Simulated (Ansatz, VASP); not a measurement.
Bi2Te3: VASP beside Ansatz

The input POSCAR:

```
Bi2Te3
1.0
    2.1737683504      1.2550257423     10.5922188232
   -2.1737683504      1.2550257423     10.5922188232
    0.0000000000     -2.5100514845     10.5922188232
Bi Te
2 3
Direct
    0.3981034008      0.3981034008      0.3981034008
    0.6018965992      0.6018965992      0.6018965992
    0.2139092615      0.2139092615      0.2139092615
    0.7860907385      0.7860907385      0.7860907385
    0.0000000000      0.0000000000      0.0000000000
```

INCAR.step1

```
  PREC = Accurate
  ENCUT = 520
  ISMEAR = 0
  SIGMA = 0.01
  LREAL = F
  LASPH = T
  NELM = 60
  NBANDS = 32
  GGA = PE
  ALGO = Normal
  EDIFF = 1E-4
  LWAVE = T
  LCHARG = F
```

The input INCAR.step2:

```
  PREC = Accurate
  ENCUT = 520
  EDIFF = 1E-7
  ISMEAR = 0
  SIGMA = 0.01
  LREAL = F
  LASPH = T
  NELM = 60
  ALGO = Normal
  ISIF = 2
  LWAVE = F
  LCHARG = T
  METAGGA = R2SCAN
  LMIXTAU = T
  LELF = T
  LVHAR = T
  NBANDS = 32
  ISTART = 1
```

Contents of KPOINTS:

```
Automatic mesh
0
Gamma
  8 8 8
```

Input for Ansatz:

```yaml
crystal:
  lattice:
    - [2.1737683504, 1.2550257423, 10.5922188232]
    - [-2.1737683504, 1.2550257423, 10.5922188232]
    - [0.0, -2.5100514845, 10.5922188232]
  atoms:
    - { symbol: Bi, position: [0.3981034008, 0.3981034008, 0.3981034008] }
    - { symbol: Bi, position: [0.6018965992, 0.6018965992, 0.6018965992] }
    - { symbol: Te, position: [0.2139092615, 0.2139092615, 0.2139092615] }
    - { symbol: Te, position: [0.7860907385, 0.7860907385, 0.7860907385] }
    - { symbol: Te, position: [0.0, 0.0, 0.0] }
kpoints:
  mp_grid: { grid: [8, 8, 8] }
  band_path:
    path:
      - [0.0, 0.0, 0.0]
      - [0.5, 0.5, 0.5]
      - [0.8235290352, 0.1764709648, 0.5]
      - [0.5, -0.1764709648, 0.1764709648]
      - [0.5, 0.0, 0.0]
      - [0.3382354824, -0.3382354824, 0.0]
      - [0.6617645176, 0.0, 0.3382354824]
      - [0.5, 0.0, 0.5]
    npoints: 1
hamiltonian:
  xc: r2scan
scf:
  occupations: { method: fixed }
  n_extra_bands: 5
output:
  forces: true
  stress: true
  eigenvalues: true
```

Change from the starting cell: epitaxial_xy strain -1.0%.

Alike in both runs: task single point; functional r2SCAN; k mesh 8 × 8 × 8; no spin polarisation.

|  | VASP | Ansatz |
| --- | --- | --- |
| version | VASP 6.6.1 | Ansatz 0.2.0 |
| potentials or method | VASP PAW PBE potentials, release 64 (Bi_d, Te) | plane waves, PAW |
| plane-wave cutoff (eV) | 520 | 500 |
| occupations | gaussian, width 0.01 eV | fixed |
| valence electrons in the cell | 48 | 78 |

```csv
,VASP,Ansatz,Ansatz less VASP
gap on the k mesh at the Fermi level (eV),0.79,0.80,+0.009
pressure (GPa),1.4,1.4,-0.01
"traceless stress, the component that is largest in VASP (GPa)",-0.51,-0.52,-0.005
rms of the force components (eV/Å),0.009,0.017,+0.0074
```

VASP's potentials were made for PBE, not for r2SCAN. Atom by atom the forces differ by 0.008 eV/Å (rms over components). VASP's potentials hold 48 valence electrons a cell and Ansatz's 78, so a difference there can come from the potentials and not from the codes.

Spin-orbit coupling is off throughout.
